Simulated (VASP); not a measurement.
BeBi2C2, 5 atoms in the cell. Symmetry: P6/mmm, No. 191, hexagonal system. Conventional cell: a = 4.880 Å, b = 4.880 Å, c = 4.872 Å, α = 90.00°, β = 90.00°, γ = 120.00°. Within 3.7 Å of Be (site symmetry 6/mmm) lie 6 Bi at 2.82 Å. Bi (site symmetry -6m2) has 2 C at 2.44 Å and 3 Be at 2.82 Å and 3 Bi at 2.82 Å within 3.2 Å. C (site symmetry -6m2) has 2 Bi at 2.44 Å and 3 C at 2.82 Å within 3.2 Å. 

* Program: VASP 6.6.1
* Task: single point
* Functional: PBE
* Potentials or basis: VASP PAW PBE potentials, release 64 (Be, Bi_d, C)
* Cutoff: 520 eV
* k mesh: 6 × 6 × 4
* Occupations: gaussian, width 0.1 eV
* Spin: no spin polarisation
* Dipole correction: no
* Further INCAR settings: ALGO = Normal; EDIFF = 1e-07; NBANDS = 28

Potentials or basis: VASP PAW PBE potentials, release 64 (Be, Bi_d, C).

Command:

```console
$ cat potpaw_PBE.64/Be/POTCAR potpaw_PBE.64/Bi_d/POTCAR potpaw_PBE.64/C/POTCAR > POTCAR
$ mpirun -np 1 vasp_std > vasp.out
```

Hardware: 1 thread of Intel(R) Xeon(R) Platinum 8259CL CPU @ 2.50GHz (Skylake/Cascade Lake), with other jobs on the host.

Problem. Estimate the wall time of this run.

Solution. Run time: 49 s on 1 thread of Intel(R) Xeon(R) Platinum 8259CL CPU @ 2.50GHz (Skylake/Cascade Lake), with other jobs on the host, peak memory 0.23 GiB. Counts: scf iterations 16, k points 21.
